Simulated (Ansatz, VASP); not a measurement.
**Two plane-wave programs on In**

```xyz
1
Lattice="-1.9073 1.9073 1.9073 1.9073 -1.9073 1.9073 1.9073 1.9073 -1.9073" Properties=species:S:1:pos:R:3 pbc="T T T"
In    0.0000    0.0000    0.0000
```

Alike in both runs: functional PBE; k mesh 15 × 15 × 15; occupations fermi-dirac, width 0.05 eV; no spin polarisation.

Ansatz relaxed the structure, and its values are those at the end. VASP's run is a single point on that final structure, the one shown.

|  | VASP | Ansatz |
| --- | --- | --- |
| version | VASP 6.6.1 | Ansatz 0.2.0 |
| potentials or method | VASP PAW PBE potentials, release 64 (In_d) | PAW with Ansatz's default frozen-core files, scalar-relativistic |
| plane-wave cutoff (eV) | 520 | 420 |
| valence electrons in the cell | 13 | 13 |

|  | VASP | Ansatz | Ansatz less VASP |
| --- | --- | --- | --- |
| pressure (GPa) | 0.0 | 0.0 | +0.04 |

The functional is the same, so the differences come from potentials, cutoffs and numerics.
